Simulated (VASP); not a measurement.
# Hf (P6/mmm) in VASP: a series of runs

Hf is run at these levels: PBE; tasks: single point, relaxation of cell and atoms.

Program: VASP 6.6.1. These are calculated values, not measurements. Logs are shortened: lines on timing, memory, paths and dates and some standing lists are left out, and cuts for length are marked.

**1. The cell of the first run**

The structure is hexagonal, space group P6/mmm (No. 191). The conventional cell has a = 4.874 Å, b = 4.874 Å, c = 3.014 Å, α = 90.00°, β = 90.00°, γ = 120.00°. Within 4.0 Å of Hf (site symmetry 6/mmm) lie 14 Hf at 3.01 to 3.19 Å. Within 3.7 Å of Hf (site symmetry -6m2) lie 11 Hf at 2.81 to 3.19 Å.

This isn't the form of Hf at room conditions, which is hcp.

**2. Single point, PBE**

File INCAR:

```
SYSTEM = Hf
PREC = Accurate
ENCUT = 500
EDIFF = 1E-6
ISMEAR = 0
SIGMA = 0.1
LREAL = .False.
LASPH = .True.
NELM = 120
ALGO = Normal
ISIF = 2
LWAVE = .False.
LCHARG = .False.
GGA = PE
NBANDS = 22
GGA_COMPAT = .False.
```

File KPOINTS:

```
regular mesh
0
Gamma
  6 6 6
  0 0 0
```

File POSCAR:

```
Hf
1.0
    4.8742535849      0.0000000000      0.0000000000
   -2.4371267925      4.2212274290      0.0000000000
    0.0000000000      0.0000000000      3.0144378751
Hf
3
Direct
    0.0000000000      0.0000000000      0.0000000000
    0.3333333333      0.6666666667      0.5000000000
    0.6666666667      0.3333333333      0.5000000000
```

Potentials or basis: VASP PAW PBE potentials, release 64 (Hf_pv).

Run with:

```bash
> cat potpaw_PBE.64/Hf_pv/POTCAR > POTCAR
> mpirun -np 1 vasp_std > vasp.out
```

OUTCAR:

```text
SYSTEM = Hf
   PREC = Accurate
   ENCUT = 500
   EDIFF = 1E-6
   ISMEAR = 0
   LREAL = .False.
   LASPH = .True.
   NELM = 120
   ISIF = 2
   GGA = PE

 ion  position               nearest neighbor table
   1  0.000  0.000  0.000-   2 3.19   3 3.19   2 3.19   3 3.19   3 3.19   3 3.19   2 3.19   2 3.19
                             3 3.19   3 3.19   2 3.19   2 3.19
   2  0.333  0.667  0.500-   3 2.81   3 2.81   3 2.81   1 3.19   1 3.19   1 3.19   1 3.19   1 3.19
                             1 3.19
   3  0.667  0.333  0.500-   2 2.81   2 2.81   2 2.81   1 3.19   1 3.19   1 3.19   1 3.19   1 3.19
                             1 3.19

  LATTYP: Found a hexagonal cell.
 ALAT       =     4.8742535849
 C/A-ratio  =     0.6184409208

  Lattice vectors:

 A1 = (   4.8742535849,   0.0000000000,   0.0000000000)
 A2 = (  -2.4371267925,   4.2212274290,   0.0000000000)
 A3 = (   0.0000000000,   0.0000000000,   3.0144378751)

Analysis of symmetry for initial positions (statically):
=====================================================================
 Subroutine PRICEL returns:
 Original cell was already a primitive cell.

 Routine SETGRP: Setting up the symmetry group for a
 hexagonal supercell.

 Subroutine GETGRP returns: Found 24 space group operations
 (whereof 24 operations were pure point group operations)
 out of a pool of 24 trial point group operations.

The static configuration has the point symmetry D_6h.

Analysis of symmetry for dynamics (positions and initial velocities):
=====================================================================
 Subroutine PRICEL returns:
 Original cell was already a primitive cell.

 Routine SETGRP: Setting up the symmetry group for a
 hexagonal supercell.

 Subroutine GETGRP returns: Found 24 space group operations
 (whereof 24 operations were pure point group operations)
 out of a pool of 24 trial point group operations.

The dynamic configuration has the point symmetry D_6h.

 Subroutine INISYM returns: Found 24 space group operations
 (whereof 24 operations are pure point group operations),
 and found     1 'primitive' translations

----------------------------------------------------------------------------------------

                                     Primitive cell

  volume of cell :      62.0231

  direct lattice vectors                    reciprocal lattice vectors
     4.874253585  0.000000000  0.000000000     0.205159617  0.118448960  0.000000000
    -2.437126792  4.221227429  0.000000000     0.000000000  0.236897921  0.000000000
     0.000000000  0.000000000  3.014437875     0.000000000  0.000000000  0.331736808

  length of vectors
     4.874253585  4.874253585  3.014437875     0.236897921  0.236897921  0.331736808

  position of ions in fractional coordinates (direct lattice)
     0.000000000  0.000000000  0.000000000
     0.333333333  0.666666667  0.500000000
     0.666666667  0.333333333  0.500000000

  ion indices of the primitive-cell ions
   primitive index   ion index
                 1           1
                 2           2
                 3           3

----------------------------------------------------------------------------------------

 KPOINTS: regular mesh

Automatic generation of k-mesh.
 Grid dimensions read from file:
 generate k-points for:    6    6    6

 Generating k-lattice:

  Cartesian coordinates                     Fractional coordinates (reciprocal lattice)
     0.034193270  0.019741493  0.000000000     0.166666667 -0.000000000  0.000000000
     0.000000000  0.039482987  0.000000000     0.000000000  0.166666667  0.000000000
     0.000000000  0.000000000  0.055289468     0.000000000  0.000000000  0.166666667

  Length of vectors
     0.039482987  0.039482987  0.055289468

  Shift w.r.t. Gamma in fractional coordinates (k-lattice)
     0.000000000  0.000000000  0.000000000

 Subroutine IBZKPT returns following result:
 ===========================================

 Found     28 irreducible k-points:

 Following reciprocal coordinates:
            Coordinates               Weight
  0.000000  0.000000  0.000000      1.000000
  0.166667  0.000000  0.000000      6.000000
  0.333333  0.000000  0.000000      6.000000
  0.500000  0.000000  0.000000      3.000000
  0.166667  0.166667  0.000000      6.000000
  0.333333  0.166667  0.000000     12.000000
[... 16 lines left out ...]
  0.166667  0.000000  0.500000      6.000000
  0.333333  0.000000  0.500000      6.000000
 [... further k-points ...]
   k-points           NKPTS =     28   k-points in BZ     NKDIM =     28   number of bands    NBANDS=     22
   number of dos      NEDOS =    301   number of ions     NIONS =      3
   total plane-waves  NPLWV =  31104
   dimension x,y,z NGX =    36 NGY =   36 NGZ =   24
   dimension x,y,z NGXF=    72 NGYF=   72 NGZF=   48
   ions per type =               3
   NGX,Y,Z   is equivalent  to a cutoff of  12.28, 12.28, 13.24 a.u.
   NGXF,Y,Z  is equivalent  to a cutoff of  24.56, 24.56, 26.47 a.u.
 SYSTEM =  Hf
   PREC   = accura    normal or accurate (medium, high low for compatibility)
   ISTART =      0    job   : 0-new  1-cont  2-samecut
   ICHARG =      2    charge: 1-file 2-atom 10-const
   ISPIN  =      1    spin polarized calculation?
   LNONCOLLINEAR =      F non collinear calculations
   LSORBIT =      F    spin-orbit coupling
   LASPH  =      T    aspherical Exc in radial PAW
   ENCUT  =  500.0 eV  36.75 Ry    6.06 a.u.   8.89  8.89  5.50*2*pi/ulx,y,z
   NELM   =    120;   NELMIN=  2; NELMDL= -5     # of ELM steps
   EDIFF  = 0.1E-05   stopping-criterion for ELM
   LREAL  =      F    real-space projection
   EDIFFG = 0.1E-04   stopping-criterion for IOM
   NSW    =      0    number of steps for IOM
   IBRION =     -1    ionic relax: 0-MD 1-quasi-New 2-CG
   NFREE  =      0    steps in history (QN), initial steepest desc. (CG)
   ISIF   =      2    stress and relaxation
   ISYM   =      2    0-nonsym 1-usesym 2-fastsym
   POTIM  = 0.5000    time-step for ionic-motion
   TEBEG  =    0.0;   TEEND  =   0.0 temperature during run
   PSTRESS=    0.0 pullay stress
   NELECT =      30.0000    total number of electrons
   NUPDOWN=      -1.0000    fix difference up-down
   EMIN   =  10.00;   EMAX   =-10.00  energy-range for DOS
   EFERMI =   0.00;   METHOD = LEGACY
   ISMEAR =     0;   SIGMA  =   0.10  broadening in eV -4-tet -1-fermi 0-gaus
   EFERMI_NEDOS =   21; number of points for ismear=-14 and -15
   IALGO  =     38    algorithm
   IMIX   =      4    mixing-type and parameters
     AMIX     =   0.40;   BMIX     =  1.00
     AMIX_MAG =   1.60;   BMIX_MAG =  1.00
  volume/ion in A,a.u.               =      20.67       139.52
  Fermi-wavevector in a.u.,A,eV,Ry     =   1.285082  2.428453 22.469148  1.651436
  Thomas-Fermi vector in A             =   2.417237
   LORBIT       =      0    0 simple, 1 ext, 2 COOP (PROOUT), +10 PAW based schemes
   GGA     = PE    functional components
   LHFCALC =     F    Hartree Fock is set to
   AEXX    =    0.0000 exact exchange contribution
   IVDW    =     0    specifies the selected vdW correction
   LEPSILON=     F    determine dielectric tensor
   LRPA    =     F    only Hartree local field effects (RPA)
 non-spin polarized calculation
 Gauss-broadening in eV      SIGMA  =   0.10
  energy-cutoff  :      500.00
  volume of cell :       62.02
 maximum number of plane-waves:      1595
 NGX is ok and might be reduce to    36
   NGX = 17   NGY = 17   NGZ = 11

 number of electron      29.9999999 magnetization

 Free energy of the ion-electron system (eV)
  ---------------------------------------------------
  ext. energy  EPLUGINS =         0.00000000
  ---------------------------------------------------
  free energy    TOTEN  =       -29.52690552 eV

  energy without entropy =      -29.51332805  energy(sigma->0) =      -29.52011679

 E-fermi :   5.2381     XC(G=0): -11.6480

 val. band max:        5.2028442312   @ k =   0.3333   0.3333   0.1667
 cond. band min:       5.2409857160   @ k =   0.1667   0.1667   0.0000
 fundamental gap:      0.0381414848
 Fermi energy:         5.2380630657

 k-point     1 :       0.0000    0.0000    0.0000
  band No.  band energies     occupation
      1     -25.3187      2.00000
      2     -25.3187      2.00000
      3     -25.2869      2.00000
      4     -25.2869      2.00000
      5     -24.7995      2.00000
      6     -24.5399      2.00000
[... 14 lines left out ...]
     21       8.3822      0.00000
     22       8.3892      0.00000

 k-point     2 :       0.1667    0.0000    0.0000
  band No.  band energies     occupation
      1     -25.4666      2.00000
      2     -25.4167      2.00000
      3     -25.1306      2.00000
      4     -25.1066      2.00000
      5     -24.7835      2.00000
      6     -24.5457      2.00000
[... 14 lines left out ...]
     21       7.8387      0.00000
     22       9.3261      0.00000

 k-point     3 :       0.3333    0.0000    0.0000
  band No.  band energies     occupation
      1     -25.5818      2.00000
      2     -25.3773      2.00000
      3     -25.0055      2.00000
      4     -24.9970      2.00000
      5     -24.7468      2.00000
      6     -24.6430      2.00000
[... 14 lines left out ...]
     21       8.8046      0.00000
     22       9.8031      0.00000

 k-point     4 :       0.5000    0.0000    0.0000
  band No.  band energies     occupation
      1     -25.6234      2.00000
      2     -25.2406      2.00000
      3     -25.1327      2.00000
      4     -24.9451      2.00000
      5     -24.7248      2.00000
      6     -24.6583      2.00000
[... 14 lines left out ...]
     21       8.5541      0.00000
     22       9.9213      0.00000

 k-point     5 :       0.1667    0.1667    0.0000
  band No.  band energies     occupation
      1     -25.5074      2.00000
      2     -25.4620      2.00000
      3     -25.0569      2.00000
      4     -24.9632      2.00000
      5     -24.7570      2.00000
      6     -24.6248      2.00000
[... 14 lines left out ...]
     21       8.4782      0.00000
     22      10.1532      0.00000

 k-point     6 :       0.3333    0.1667    0.0000
  band No.  band energies     occupation
      1     -25.5520      2.00000
      2     -25.3586      2.00000
      3     -25.1509      2.00000
      4     -24.8627      2.00000
      5     -24.7267      2.00000
      6     -24.6976      2.00000
[... 14 lines left out ...]
     21       8.8207      0.00000
     22       9.5188      0.00000

 k-point     7 :       0.3333    0.3333    0.0000
  band No.  band energies     occupation
      1     -25.4288      2.00000
      2     -25.3470      2.00000
      3     -25.3470      2.00000
      4     -24.7588      2.00000
      5     -24.7588      2.00000
      6     -24.7174      2.00000
[... 324 lines left out ...]
      6     -24.9216      2.00000
[... 14 lines left out ...]
     21       8.9822      0.00000
     22      10.2107      0.00000

 k-point    21 :       0.3333    0.3333    0.3333
  band No.  band energies     occupation
      1     -25.5295      2.00000
      2     -25.2912      2.00000
      3     -25.2912      2.00000
      4     -25.0428      2.00000
      5     -24.9505      2.00000
      6     -24.9505      2.00000
[... 14 lines left out ...]
     21       9.1961      0.00000
     22      10.0660      0.00000

 k-point    22 :       0.0000    0.0000    0.5000
  band No.  band energies     occupation
      1     -25.3837      2.00000
      2     -25.3325      2.00000
      3     -25.2271      2.00000
      4     -25.2271      2.00000
      5     -25.1133      2.00000
      6     -25.1133      2.00000
[... 14 lines left out ...]
     21      10.8559      0.00000
     22      11.8891      0.00000

 k-point    23 :       0.1667    0.0000    0.5000
  band No.  band energies     occupation
      1     -25.4104      2.00000
      2     -25.3762      2.00000
      3     -25.2461      2.00000
      4     -25.1798      2.00000
      5     -25.1137      2.00000
      6     -25.0976      2.00000
[... 14 lines left out ...]
     21      10.6269      0.00000
     22      10.9121      0.00000

 k-point    24 :       0.3333    0.0000    0.5000
  band No.  band energies     occupation
      1     -25.4816      2.00000
      2     -25.4257      2.00000
      3     -25.2813      2.00000
      4     -25.1390      2.00000
      5     -25.1146      2.00000
      6     -25.0272      2.00000
[... 14 lines left out ...]
     21      10.1307      0.00000
     22      10.2525      0.00000

 [... further k-points ...]

------------------------ aborting loop because EDIFF is reached ----------------------------------------

  FORCE on cell =-STRESS in cart. coord.  units (eV):
  Direction    XX          YY          ZZ          XY          YZ          ZX
  --------------------------------------------------------------------------------------
  -------------------------------------------------------------------------------------
  Total        3.1153411      3.1153411      4.1546476     -0.0000000      0.0000000      0.0000000
  in kB       80.4753688     80.4753688    107.3226930     -0.0000000      0.0000000      0.0000000
  external PRESSURE =      89.4244768 kB  Pullay stress =       0.0000000 kB

 VOLUME and BASIS-vectors are now :
 -----------------------------------------------------------------------------
  energy-cutoff  :      500.00
  volume of cell :       62.02
      direct lattice vectors                 reciprocal lattice vectors
     4.874253585  0.000000000  0.000000000     0.205159617  0.118448960  0.000000000
    -2.437126792  4.221227429  0.000000000     0.000000000  0.236897921  0.000000000
     0.000000000  0.000000000  3.014437875     0.000000000  0.000000000  0.331736808

 POSITION                                       TOTAL-FORCE (eV/Angst)
 -----------------------------------------------------------------------------------
      0.00000      0.00000      0.00000        -0.000000      0.000000     -0.000000
     -0.00000      2.81415      1.50722         0.000000      0.000000      0.000000
      2.43713      1.40708      1.50722        -0.000000     -0.000000     -0.000000
 -----------------------------------------------------------------------------------
    total drift:                                0.000000      0.000000     -0.000000

  FREE ENERGIE OF THE ION-ELECTRON SYSTEM (eV)
  ---------------------------------------------------
  free  energy   TOTEN  =       -29.5269055249 eV

  energy  without entropy=      -29.5133280506  energy(sigma->0) =      -29.52011679
```

Run time: 23 s. Hardware: 1 thread of AMD EPYC 7R13 (Zen 3), shared host; peak memory 0.16 GiB.

What came out:

- Free energy: -29.5269 eV
- Pressure: 8.9 GPa
- Band gap on the k mesh: zero (bands 15 and 16 overlap by 0.87 eV)

Levels at points of the mesh, in eV from the Fermi level:
| k point | band 11 | band 12 | band 13 | band 14 | band 15 | band 16 | band 17 | band 18 | band 19 | band 20 |
| --- | --- | --- | --- | --- | --- | --- | --- | --- | --- | --- |
| (0.00, 0.00, 0.00) | -2.68 | -0.61 | -0.59 | -0.59 | -0.56 | -0.56 | 1.16 | 2.27 | 2.27 | 3.12 |
| (0.50, 0.00, 0.00) | -4.51 | -3.70 | -0.52 | -0.48 | -0.39 | 0.17 | 0.92 | 1.35 | 1.73 | 3.26 |
| (0.00, 0.00, 0.50) | -2.75 | -2.75 | -2.07 | -2.03 | -2.03 | 1.45 | 1.45 | 2.23 | 2.23 | 5.62 |
| (0.50, 0.00, 0.50) | -3.03 | -2.17 | -1.53 | -0.78 | -0.65 | 0.59 | 0.81 | 1.22 | 1.87 | 3.67 |

Caveat: the cell stands under pressure; spin-orbit coupling is left out, which moves the levels of the heavy elements.

**3. Single point, PBE**

This run uses another cell than the first one, of 22.33 Å³/atom.

File INCAR:

```
ALGO     = Normal         # electronic algorithm
EDIFF    = 1E-6           # SCF threshold, eV
ENCUT    = 500            # plane-wave cutoff, eV
GGA      = PE             # functional
GGA_COMPAT= False        
ISIF     = 2              # what is computed and relaxed
ISMEAR   = 0              # smearing method
LASPH    = True           # aspherical terms in the spheres
LCHARG   = True           # write CHGCAR
LELF     = True           # ELF
LREAL    = False          # projectors in reciprocal space
LVHAR    = True         
LWAVE    = False          # write WAVECAR
NBANDS   = 22             # bands
NELM     = 120            # most SCF steps
PREC     = Accurate       # precision mode
SIGMA    = 0.1            # smearing width, eV
```

File KPOINTS:

```
k-points
0
Gamma
  6 6 6
```

File POSCAR:

```
Hf
1.0
    4.9891053797      0.0000000000      0.0000000000
   -2.4945526899      4.3206920010      0.0000000000
    0.0000000000      0.0000000000      3.1080917727
Hf
3
Direct
    0.0000000000      0.0000000000      0.0000000000
    0.3333333333      0.6666666667      0.5000000000
    0.6666666667      0.3333333333      0.5000000000
```

Potentials or basis: VASP PAW PBE potentials, release 64 (Hf_pv).

Run with:

```bash
> cat potpaw_PBE.64/Hf_pv/POTCAR > POTCAR
> mpirun -np 1 vasp_std > vasp.out
```

It took 24 s on 1 thread of AMD EPYC 7R13 (Zen 3), shared host; peak memory 0.16 GiB.

The run converged. Its results:

- Free energy: -29.6549 eV
- Pressure: -0.4 GPa
- Band gap on the k mesh: zero (bands 15 and 16 overlap by 0.91 eV)

Stress tensor (GPa, compression positive):
```
-0.51  0.00  0.00
 0.00 -0.51  0.00
 0.00  0.00 -0.33
```

Levels at points of the mesh, in eV from the Fermi level:
| k point | band 12 | band 13 | band 14 | band 15 | band 16 | band 17 | band 18 | band 19 |
| --- | --- | --- | --- | --- | --- | --- | --- | --- |
| (0.00, 0.00, 0.00) | -0.60 | -0.60 | -0.57 | -0.57 | -0.57 | 1.16 | 2.16 | 2.16 |
| (0.50, 0.00, 0.00) | -3.45 | -0.41 | -0.34 | -0.29 | 0.25 | 0.92 | 1.06 | 1.60 |
| (0.00, 0.00, 0.50) | -2.42 | -2.17 | -1.81 | -1.81 | 1.43 | 1.43 | 2.01 | 2.01 |
| (0.50, 0.00, 0.50) | -1.92 | -1.32 | -0.73 | -0.67 | 0.48 | 0.65 | 1.14 | 1.67 |

Caveat: spin-orbit coupling is left out, which moves the levels of the heavy elements.

[end of part 1 of 2]

The gap in the log of VASP goes by the Fermi energy; the results here count the filled bands.